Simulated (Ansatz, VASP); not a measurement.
**One calculation of MgO2, two programs**

Contents of POSCAR:

```
MgO2
1.0
    1.6288324313      0.9404068427      3.4415691918
   -1.6288324313      0.9404068427      3.4415691918
    0.0000000000     -1.8808136853      3.4415691918
Mg O
1 2
Direct
    0.0000000000      0.0000000000      0.0000000000
    0.4287860000      0.4287860000      0.4287860000
    0.5712140000      0.5712140000      0.5712140000
```

The input INCAR.step1:

```
PREC = Accurate
ENCUT = 520
ISMEAR = 0
SIGMA = 0.05
LREAL = False
LASPH = True
NELM = 60
NBANDS = 14
GGA = PE
ALGO = Normal
EDIFF = 1E-4
LWAVE = True
LCHARG = False
```

INCAR.step2

```
PREC = Accurate
ENCUT = 520
EDIFF = 1E-6
ISMEAR = 0
SIGMA = 0.05
LREAL = False
LASPH = True
NELM = 60
ALGO = Normal
ISIF = 2
LWAVE = False
LCHARG = False
METAGGA = R2SCAN
LMIXTAU = True
NBANDS = 14
ISTART = 1
```

KPOINTS

```
regular mesh
0
Gamma
  12 12 12
```

Input for Ansatz:

```yaml
crystal:
  lattice:
    - [1.6288324313, 0.9404068427, 3.4415691918]
    - [-1.6288324313, 0.9404068427, 3.4415691918]
    - [0.0, -1.8808136853, 3.4415691918]
  atoms:
    - { symbol: Mg, position: [0.0, 0.0, 0.0] }
    - { symbol: O, position: [0.428786, 0.428786, 0.428786] }
    - { symbol: O, position: [0.571214, 0.571214, 0.571214] }
basis:
  ecutwfc: 500
kpoints:
  mp_grid: { grid: [12, 12, 12] }
hamiltonian:
  xc: r2scan
scf:
  occupations: { method: gaussian, width: 0.05 }
output:
  forces: true
  stress: true
  eigenvalues: true
```

Change from the starting cell: strain +0.015 along x and y, -0.015 along z, atoms carried along.

Alike in both runs: task single point; functional r2SCAN; k mesh 12 × 12 × 12; occupations gaussian, width 0.05 eV; no spin polarisation.

|  | VASP | Ansatz |
| --- | --- | --- |
| version | VASP 6.6.1 | Ansatz 0.2.0 |
| potentials or method | VASP PAW PBE potentials, release 64 (Mg, O), cutoff 520 eV | scalar-relativistic, plane waves, PAW |
| valence electrons in the cell | 14 | 22 |

```csv
,VASP,Ansatz,Ansatz less VASP
gap on the k mesh at the Fermi level (eV),3.27,3.30,+0.034
least direct gap on the mesh (eV),3.27,3.30,+0.034
pressure (GPa),-5.8,-5.5,+0.28
"traceless stress, the component that is largest in VASP (GPa)",7.82,6.20,-1.622
rms of the force components (eV/Å),0.326,0.186,-0.1397
```

VASP's potentials were made for PBE, not for r2SCAN. Atom by atom the forces differ by 0.140 eV/Å (rms over components). VASP's potentials hold 14 valence electrons a cell and Ansatz's 22, so a difference there can come from the potentials and not from the codes.
